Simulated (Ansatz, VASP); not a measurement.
MoP in VASP and in Ansatz

```xyz
2
Lattice="3.2415 0.0000 0.0000 -1.6208 2.8073 0.0000 0.0000 0.0000 3.1944" Properties=species:S:1:pos:R:3 pbc="T T T"
Mo    0.0000    0.0000    0.0000
P     0.0000    1.8715    1.5972
```

Alike in both runs: task single point; functional PBE; k mesh 15 × 15 × 14; occupations gaussian, width 0.1 eV; non-collinear spin, spin-orbit coupling.

```csv
,VASP,Ansatz
version,VASP 6.6.1,Ansatz 0.2.0
potentials or method,"VASP PAW PBE potentials, release 64 (Mo_sv, P), cutoff 500 eV","plane waves, PAW"
valence electrons in the cell,19,19
```

|  | VASP | Ansatz | Ansatz less VASP |
| --- | --- | --- | --- |
| pressure (GPa) | 0.2 | 0.0 | -0.14 |
